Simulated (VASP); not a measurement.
# Cs (P6_3/mmc) in VASP: notebook

Runs on Cs. Level: PBE. Tasks: single point, relaxation of cell and atoms.

Program: VASP 6.6.1. These are calculated values, not measurements. Logs are shortened: lines on timing, memory, paths and dates and some standing lists are left out, and cuts for length are marked.

### Step 1. The cell of the first run

It takes space group P6_3/mmc (No. 194, hexagonal). Conventional cell: a = 5.460 Å, b = 5.460 Å, c = 9.038 Å, α = 90.00°, β = 90.00°, γ = 120.00°.

### Step 2. Single point, PBE

Contents of INCAR:

```
SYSTEM = Cs
PREC = Accurate ; ENCUT = 520
EDIFF = 1E-7 ; ISMEAR = 0
SIGMA = 0.1 ; LREAL = .False.
LASPH = .True. ; NELM = 100
ALGO = Normal ; ISIF = 2
LWAVE = .False. ; LCHARG = .False.
GGA = PE ; NBANDS = 16
```

Contents of KPOINTS:

```
regular mesh
0
Gamma
  9 9 6
  0 0 0
```

Contents of POSCAR:

```
Cs
1.0
    5.4596626946      0.0000000000      0.0000000000
   -2.7298313473      4.7282065897      0.0000000000
    0.0000000000      0.0000000000      9.0377917697
Cs
2
Direct
    0.3333333333      0.6666666667      0.2500000000
    0.6666666667      0.3333333333      0.7500000000
```

Potentials or basis: VASP PAW PBE potentials, release 64 (Cs_sv).

On the command line:

```
cat potpaw_PBE.64/Cs_sv/POTCAR > POTCAR
mpirun -np 1 vasp_std > vasp.out
```

OUTCAR:

```text
SYSTEM = Cs
   PREC = Accurate
   ENCUT = 520
   EDIFF = 1E-7
   ISMEAR = 0
   LREAL = .False.
   LASPH = .True.
   NELM = 100
   ISIF = 2
   GGA = PE

 ion  position               nearest neighbor table
   1  0.333  0.667  0.250-
   2  0.667  0.333  0.750-

  LATTYP: Found a hexagonal cell.
 ALAT       =     5.4596626946
 C/A-ratio  =     1.6553754829

  Lattice vectors:

 A1 = (   5.4596626946,   0.0000000000,   0.0000000000)
 A2 = (  -2.7298313473,   4.7282065897,   0.0000000000)
 A3 = (   0.0000000000,   0.0000000000,   9.0377917697)

Analysis of symmetry for initial positions (statically):
=====================================================================
 Subroutine PRICEL returns:
 Original cell was already a primitive cell.

 Routine SETGRP: Setting up the symmetry group for a
 hexagonal supercell.

 Subroutine GETGRP returns: Found 24 space group operations
 (whereof 12 operations were pure point group operations)
 out of a pool of 24 trial point group operations.

The static configuration has the point symmetry D_3d.
 The point group associated with its full space group is D_6h.

Analysis of symmetry for dynamics (positions and initial velocities):
=====================================================================
 Subroutine PRICEL returns:
 Original cell was already a primitive cell.

 Routine SETGRP: Setting up the symmetry group for a
 hexagonal supercell.

 Subroutine GETGRP returns: Found 24 space group operations
 (whereof 12 operations were pure point group operations)
 out of a pool of 24 trial point group operations.

The dynamic configuration has the point symmetry D_3d.
 The point group associated with its full space group is D_6h.

 Subroutine INISYM returns: Found 24 space group operations
 (whereof 12 operations are pure point group operations),
 and found     1 'primitive' translations

----------------------------------------------------------------------------------------

                                     Primitive cell

  volume of cell :     233.3053

  direct lattice vectors                    reciprocal lattice vectors
     5.459662695  0.000000000  0.000000000     0.183161498  0.105748340  0.000000000
    -2.729831347  4.728206590  0.000000000     0.000000000  0.211496681  0.000000000
     0.000000000  0.000000000  9.037791770     0.000000000  0.000000000  0.110646497

  length of vectors
     5.459662695  5.459662695  9.037791770     0.211496681  0.211496681  0.110646497

  position of ions in fractional coordinates (direct lattice)
     0.333333333  0.666666667  0.250000000
     0.666666667  0.333333333  0.750000000

  ion indices of the primitive-cell ions
   primitive index   ion index
                 1           1
                 2           2

----------------------------------------------------------------------------------------

 KPOINTS: regular mesh

Automatic generation of k-mesh.
 Grid dimensions read from file:
 generate k-points for:    9    9    6

 Generating k-lattice:

  Cartesian coordinates                     Fractional coordinates (reciprocal lattice)
     0.020351278  0.011749816  0.000000000     0.111111111  0.000000000  0.000000000
     0.000000000  0.023499631  0.000000000     0.000000000  0.111111111  0.000000000
     0.000000000  0.000000000  0.018441083     0.000000000  0.000000000  0.166666667

  Length of vectors
     0.023499631  0.023499631  0.018441083

  Shift w.r.t. Gamma in fractional coordinates (k-lattice)
     0.000000000  0.000000000  0.000000000

 Subroutine IBZKPT returns following result:
 ===========================================

 Found     48 irreducible k-points:

 Following reciprocal coordinates:
            Coordinates               Weight
  0.000000  0.000000  0.000000      1.000000
  0.111111  0.000000  0.000000      6.000000
  0.222222  0.000000  0.000000      6.000000
  0.333333  0.000000  0.000000      6.000000
  0.444444  0.000000  0.000000      6.000000
  0.111111  0.111111  0.000000      6.000000
[... 16 lines left out ...]
  0.333333  0.222222  0.166667     24.000000
  0.333333  0.333333  0.166667      4.000000
 [... further k-points ...]
   k-points           NKPTS =     48   k-points in BZ     NKDIM =     48   number of bands    NBANDS=     16
   number of dos      NEDOS =    301   number of ions     NIONS =      2
   total plane-waves  NPLWV = 123480
   dimension x,y,z NGX =    42 NGY =   42 NGZ =   70
   dimension x,y,z NGXF=    84 NGYF=   84 NGZF=  140
   ions per type =               2
   NGX,Y,Z   is equivalent  to a cutoff of  12.79, 12.79, 12.88 a.u.
   NGXF,Y,Z  is equivalent  to a cutoff of  25.58, 25.58, 25.75 a.u.
 SYSTEM =  Cs
   PREC   = accura    normal or accurate (medium, high low for compatibility)
   ISTART =      0    job   : 0-new  1-cont  2-samecut
   ICHARG =      2    charge: 1-file 2-atom 10-const
   ISPIN  =      1    spin polarized calculation?
   LNONCOLLINEAR =      F non collinear calculations
   LSORBIT =      F    spin-orbit coupling
   LASPH  =      T    aspherical Exc in radial PAW
   ENCUT  =  520.0 eV  38.22 Ry    6.18 a.u.  10.15 10.15 16.80*2*pi/ulx,y,z
   NELM   =    100;   NELMIN=  2; NELMDL= -5     # of ELM steps
   EDIFF  = 0.1E-06   stopping-criterion for ELM
   LREAL  =      F    real-space projection
   EDIFFG = 0.1E-05   stopping-criterion for IOM
   NSW    =      0    number of steps for IOM
   IBRION =     -1    ionic relax: 0-MD 1-quasi-New 2-CG
   NFREE  =      0    steps in history (QN), initial steepest desc. (CG)
   ISIF   =      2    stress and relaxation
   ISYM   =      2    0-nonsym 1-usesym 2-fastsym
   POTIM  = 0.5000    time-step for ionic-motion
   TEBEG  =    0.0;   TEEND  =   0.0 temperature during run
   PSTRESS=    0.0 pullay stress
   NELECT =      18.0000    total number of electrons
   NUPDOWN=      -1.0000    fix difference up-down
   EMIN   =  10.00;   EMAX   =-10.00  energy-range for DOS
   EFERMI =   0.00;   METHOD = LEGACY
   ISMEAR =     0;   SIGMA  =   0.10  broadening in eV -4-tet -1-fermi 0-gaus
   EFERMI_NEDOS =   21; number of points for ismear=-14 and -15
   IALGO  =     38    algorithm
   IMIX   =      4    mixing-type and parameters
     AMIX     =   0.40;   BMIX     =  1.00
     AMIX_MAG =   1.60;   BMIX_MAG =  1.00
  volume/ion in A,a.u.               =     116.65       787.21
  Fermi-wavevector in a.u.,A,eV,Ry     =   0.696933  1.317012  6.608555  0.485715
  Thomas-Fermi vector in A             =   1.780120
   LORBIT       =      0    0 simple, 1 ext, 2 COOP (PROOUT), +10 PAW based schemes
   GGA     = PE    functional components
   LHFCALC =     F    Hartree Fock is set to
   AEXX    =    0.0000 exact exchange contribution
   IVDW    =     0    specifies the selected vdW correction
   LEPSILON=     F    determine dielectric tensor
   LRPA    =     F    only Hartree local field effects (RPA)
 non-spin polarized calculation
 Gauss-broadening in eV      SIGMA  =   0.10
  energy-cutoff  :      520.00
  volume of cell :      233.31
 maximum number of plane-waves:      6315
 NGX is ok and might be reduce to    42
   NGX = 21   NGY = 21   NGZ = 33

 number of electron      18.0000000 magnetization

 Free energy of the ion-electron system (eV)
  ---------------------------------------------------
  ext. energy  EPLUGINS =         0.00000000
  ---------------------------------------------------
  free energy    TOTEN  =        -1.70973446 eV

  energy without entropy =       -1.69629072  energy(sigma->0) =       -1.70301259

 E-fermi :   0.4332     XC(G=0):  -5.3703

 val. band max:        0.4292116564   @ k =   0.3333   0.1111   0.5000
 cond. band min:       0.4504704084   @ k =   0.1111   0.1111   0.1667
 fundamental gap:      0.0212587521
 Fermi energy:         0.4332131971

 k-point     1 :       0.0000    0.0000    0.0000
  band No.  band energies     occupation
      1     -23.4420      2.00000
      2     -23.4368      2.00000
      3     -10.3148      2.00000
      4     -10.2044      2.00000
      5     -10.2044      2.00000
      6     -10.1901      2.00000
[... 8 lines left out ...]
     15       3.1140      0.00000
     16       3.1140      0.00000

 k-point     2 :       0.1111    0.0000    0.0000
  band No.  band energies     occupation
      1     -23.4414      2.00000
      2     -23.4364      2.00000
      3     -10.3098      2.00000
      4     -10.2165      2.00000
      5     -10.2081      2.00000
      6     -10.2005      2.00000
[... 8 lines left out ...]
     15       2.9958      0.00000
     16       3.2383      0.00000

 k-point     3 :       0.2222    0.0000    0.0000
  band No.  band energies     occupation
      1     -23.4398      2.00000
      2     -23.4356      2.00000
      3     -10.2961      2.00000
      4     -10.2472      2.00000
      5     -10.2313      2.00000
      6     -10.2172      2.00000
[... 8 lines left out ...]
     15       3.0963      0.00000
     16       3.2446      0.00000

 k-point     4 :       0.3333    0.0000    0.0000
  band No.  band energies     occupation
      1     -23.4379      2.00000
      2     -23.4349      2.00000
      3     -10.2823      2.00000
      4     -10.2776      2.00000
      5     -10.2651      2.00000
      6     -10.2272      2.00000
[... 8 lines left out ...]
     15       2.8798      0.00000
     16       3.5932      0.00000
[... 324 lines left out ...]
 k-point    22 :       0.2222    0.2222    0.1667
  band No.  band energies     occupation
      1     -23.4368      2.00000
      2     -23.4348      2.00000
      3     -10.2858      2.00000
      4     -10.2815      2.00000
      5     -10.2536      2.00000
      6     -10.2406      2.00000
[... 8 lines left out ...]
     15       2.3424      0.00000
     16       3.6110      0.00000

 k-point    23 :       0.3333    0.2222    0.1667
  band No.  band energies     occupation
      1     -23.4356      2.00000
      2     -23.4346      2.00000
      3     -10.2948      2.00000
      4     -10.2830      2.00000
      5     -10.2589      2.00000
      6     -10.2422      2.00000
[... 8 lines left out ...]
     15       2.4838      0.00000
     16       3.4643      0.00000

 k-point    24 :       0.3333    0.3333    0.1667
  band No.  band energies     occupation
      1     -23.4349      2.00000
      2     -23.4349      2.00000
      3     -10.2831      2.00000
      4     -10.2761      2.00000
      5     -10.2761      2.00000
      6     -10.2521      2.00000
[... 8 lines left out ...]
     15       2.6064      0.00000
     16       3.5332      0.00000

 [... further k-points ...]
[... 5 lines left out ...]
  --------------------------------------------------------------------------------------
  -------------------------------------------------------------------------------------
  Total        0.0076771      0.0076771     -0.0039888      0.0000000     -0.0000000      0.0000000
  in kB        0.0527213      0.0527213     -0.0273921      0.0000000     -0.0000000      0.0000000
  external PRESSURE =       0.0260168 kB  Pullay stress =       0.0000000 kB

 VOLUME and BASIS-vectors are now :
 -----------------------------------------------------------------------------
  energy-cutoff  :      520.00
  volume of cell :      233.31
      direct lattice vectors                 reciprocal lattice vectors
     5.459662695  0.000000000  0.000000000     0.183161498  0.105748340  0.000000000
    -2.729831347  4.728206590  0.000000000     0.000000000  0.211496681  0.000000000
     0.000000000  0.000000000  9.037791770     0.000000000  0.000000000  0.110646497

 POSITION                                       TOTAL-FORCE (eV/Angst)
 -----------------------------------------------------------------------------------
     -0.00000      3.15214      2.25945         0.000000     -0.000000      0.000000
      2.72983      1.57607      6.77834        -0.000000      0.000000      0.000000
 -----------------------------------------------------------------------------------
    total drift:                                0.000000     -0.000000      0.000000

  FREE ENERGIE OF THE ION-ELECTRON SYSTEM (eV)
  ---------------------------------------------------
  free  energy   TOTEN  =        -1.7097344585 eV

  energy  without entropy=       -1.6962907231  energy(sigma->0) =       -1.70301259
```

Run time: 73 s. Hardware: 1 thread of Intel Xeon 6975P-C (Granite Rapids), shared host; peak memory 0.4 GiB.

What came out:

- Free energy: -1.7097 eV
- Pressure: 0.0 GPa
- Band gap on the k mesh: zero (band 9 reaches 1.22 eV, above the bottom of band 10 at -0.65 eV)

Levels at points of the mesh, in eV from the Fermi level:
```tsv
k point	band 7	band 8	band 9	band 10	band 11	band 12
(0.00, 0.00, 0.00)	-10.62	-10.62	-1.68	-0.07	0.70	2.35
(0.00, 0.00, 0.50)	-10.63	-10.63	-1.09	-1.09	1.58	1.58
```

Caveat: spin-orbit coupling is left out, which moves the levels of the heavy elements.

### Step 3. Relaxation of cell and atoms, PBE

This run uses another cell than the first one, of 124.22 Å³/atom, 1.065 times its volume.

Contents of INCAR:

```
ALGO = Normal
EDIFF = 1E-6
EDIFFG = -0.005
ENCUT = 600
GGA = PE
IBRION = 2
ISIF = 3
ISMEAR = 0
LASPH = True
LCHARG = False
LREAL = False
LWAVE = False
NELM = 100
NSW = 100
PREC = Accurate
SIGMA = 0.1
```

Contents of KPOINTS:

```
k-points
0
Gamma
  9 9 6
```

Contents of POSCAR:

```
Cs
1.0
    5.5663060538      0.0000000000      0.0000000000
   -2.7831530269      4.8205624479      0.0000000000
    0.0000000000      0.0000000000      9.2584789600
Cs
2
Direct
    0.3333333300      0.6666666700      0.2500000000
    0.6666666700      0.3333333300      0.7500000000
```

Potentials or basis: VASP PAW PBE potentials, release 64 (Cs_sv).

On the command line:

```
cat potpaw_PBE.64/Cs_sv/POTCAR > POTCAR
mpirun -np 1 vasp_std > vasp.out
```

Wall time 3.6 min (1 thread of Intel Xeon 6975P-C (Granite Rapids), shared host); peak memory 0.54 GiB.

The run converged. Its results:

| Quantity | Value |
| --- | --- |
| Free energy | -1.7101 eV |
| Relaxed volume | 116.97 Å³/atom |
| Relaxed cell | a = 5.461 Å, b = 5.461 Å, c = 9.056 Å, α = 90.00°, β = 90.00°, γ = 120.00° |
| Space group after relaxing (to 0.05 Å) | P6_3/mmc (No. 194) |
| Energy gained by relaxing | 2.4 meV/atom |
| Ionic steps | 4 |
| Pressure after relaxing | 0.0 GPa |
| Band gap on the k mesh | zero (band 9 reaches 1.21 eV, above the bottom of band 10 at -0.66 eV) |

Step by step:
| step | energy change (eV) | largest force (eV/Å) | pressure (GPa) | volume (Å³) |
| --- | --- | --- | --- | --- |
| 1 | 0.0000 | 0.0000 | -0.11 | 248.43 |
| 2 | -0.0018 | 0.0000 | -0.09 | 245.44 |
| 3 | -0.0047 | 0.0000 | -0.02 | 236.62 |
| 4 | -0.0049 | 0.0000 | 0.00 | 233.94 |

Final structure:
```
Cs
1.0
     5.46142    0.00000    0.00000
    -2.73071    4.72973    0.00000
     0.00000    0.00000    9.05640
Cs
2
Direct
  0.33333 0.66667 0.25000
  0.66667 0.33333 0.75000
```

Levels at points of the mesh, in eV from the Fermi level:
| k point | band 5 | band 6 | band 7 | band 8 | band 9 | band 10 | band 11 | band 12 | band 13 |
| --- | --- | --- | --- | --- | --- | --- | --- | --- | --- |
| (0.00, 0.00, 0.00) | -10.64 | -10.63 | -10.62 | -10.62 | -1.68 | -0.07 | 0.69 | 2.34 | 2.38 |
| (0.00, 0.00, 0.50) | -10.63 | -10.63 | -10.63 | -10.63 | -1.09 | -1.09 | 1.58 | 1.58 | 2.40 |

Caveat: spin-orbit coupling is left out, which moves the levels of the heavy elements.

### Step 4. Single point, PBE (volume scaled by 0.94, then relaxed in part)

Contents of INCAR:

```
SYSTEM = Cs
ALGO     = Normal         ! electronic algorithm
EDIFF    = 1E-6           ! SCF threshold, eV
ENCUT    = 520            ! plane-wave cutoff, eV
GGA      = PE             ! functional
ISIF     = 2              ! what is computed and relaxed
ISMEAR   = 0              ! smearing method
LASPH    = .TRUE.         ! aspherical terms in the spheres
LCHARG   = .FALSE.        ! write CHGCAR
LREAL    = .FALSE.        ! projectors in reciprocal space
LWAVE    = .FALSE.        ! write WAVECAR
NBANDS   = 16             ! bands
NELM     = 100            ! most SCF steps
PREC     = Accurate       ! precision mode
SIGMA    = 0.1            ! smearing width, eV
```

Contents of KPOINTS:

```
k-points
0
G
  9 9 6
  0 0 0
```

Contents of POSCAR:

```
Cs
1.0
    5.3482097339      0.0000000000      0.0000000000
   -2.6741048670      4.6316854943      0.0000000000
    0.0000000000      0.0000000000      8.8532952711
Cs
2
Direct
    0.3333333333      0.6666666667      0.2500000000
    0.6666666667      0.3333333333      0.7500000000
```

On the command line:

```
cat potpaw_PBE.64/Cs_sv/POTCAR > POTCAR
mpirun -np 1 vasp_std > vasp.out
```

Run time: 53 s. Hardware: 1 thread of Intel Xeon 6975P-C (Granite Rapids), shared host; peak memory 0.37 GiB.

The run converged. Its results:

```
Free energy            : -1.7032 eV
Pressure               : 0.1 GPa
Band gap on the k mesh : zero (band 9 reaches 1.37 eV, above the bottom of band 10 at -0.52 eV)
```

Levels at points of the mesh, in eV from the Fermi level:
| k point | band 7 | band 8 | band 9 | band 10 | band 11 | band 12 |
| --- | --- | --- | --- | --- | --- | --- |
| (0.00, 0.00, 0.00) | -10.58 | -10.58 | -1.74 | -0.09 | 0.76 | 2.37 |
| (0.00, 0.00, 0.50) | -10.59 | -10.59 | -1.12 | -1.12 | 1.60 | 1.60 |

Caveat: the cell differs from its parent crystal (volume scaled by 0.94, then relaxed in part); spin-orbit coupling is left out, which moves the levels of the heavy elements.

### Step 5. Summary

| task | cell | cutoff (eV) | gap on the mesh (eV) | pressure (GPa) |
| --- | --- | --- | --- | --- |
| single point | a = 5.460, b = 5.460, c = 9.038 Å, angles 90.0, 90.0, 120.0°, 2 atoms | 520 | none | 0.0 |
| relaxation of cell and atoms | relaxed from a = 5.566, b = 5.566, c = 9.258 Å, angles 90.0, 90.0, 120.0°, 2 atoms | 600 | none | 0.0 |
| single point | a = 5.348, b = 5.348, c = 8.853 Å, angles 90.0, 90.0, 120.0°, 2 atoms | 520 | none | 0.1 |

Alike in all rows: level PBE; potentials or basis VASP PAW PBE potentials, release 64 (Cs_sv); no spin polarisation; k mesh 9 × 9 × 6; smearing gaussian 0.1 eV.

Caveats: spin-orbit coupling is left out, which moves the levels of the heavy elements.

Total energies depend on the potentials used, so only differences within one code and one set of settings carry meaning.
